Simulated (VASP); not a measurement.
A run of VASP 6.6.1 is set up as follows.

The input INCAR:

```
SYSTEM = InSe
  PREC = Accurate
  ENCUT = 520
  EDIFF = 1E-8
  ISMEAR = -1
  SIGMA = 0.02
  LREAL = .False.
  LASPH = .True.
  NELM = 60
  ALGO = Normal
  ISIF = 2
  LWAVE = .False.
  LCHARG = .False.
  GGA = PS
  LEFG = .True.
  NBANDS = 27
```

KPOINTS

```
regular mesh
0
Gamma
  7 7 6
  0 0 0
```

POSCAR

```
InSe
1.0
    5.8781776766     -2.0843395134     -0.0190645134
    5.8576276766      2.0256604866     -0.0396145134
   -1.6210339782     -0.0136212036      4.3316534849
In Se
2 2
Direct
    0.8840000000      0.8840000000      0.0050000000
    0.1160000000      0.1160000000      0.9950000000
    0.6600000000      0.6600000000      0.6420000000
    0.3400000000      0.3400000000      0.3580000000
```

Potentials or basis: VASP PAW PBE potentials, release 64 (In_d, Se).

Command:

```sh
$ cat potpaw_PBE.64/In_d/POTCAR potpaw_PBE.64/Se/POTCAR > POTCAR
$ mpirun -np 1 vasp_std > vasp.out
```

Predict the pressure.

0.0 GPa.

Estimate the band gap on the k mesh.

0.93 eV (least direct gap 1.27 eV).

Predict the largest force.

0.780 eV/Å.

Stress tensor (GPa, compression positive):
```
 2.15  0.14  2.71
 0.14 -1.61  0.20
 2.71  0.20 -0.45
```

Caveat: the cell differs from its parent crystal (equal xy, yz and zx shear strains of -1 %); without QUAD_EFG the Cq values of the log hold for a quadrupole moment of 1 mb, not for the nuclei; the PAW data sets were made with another functional, which shifts forces and pressure a little; spin-orbit coupling is left out, which moves the levels of the heavy elements. A k mesh can miss the band edges.
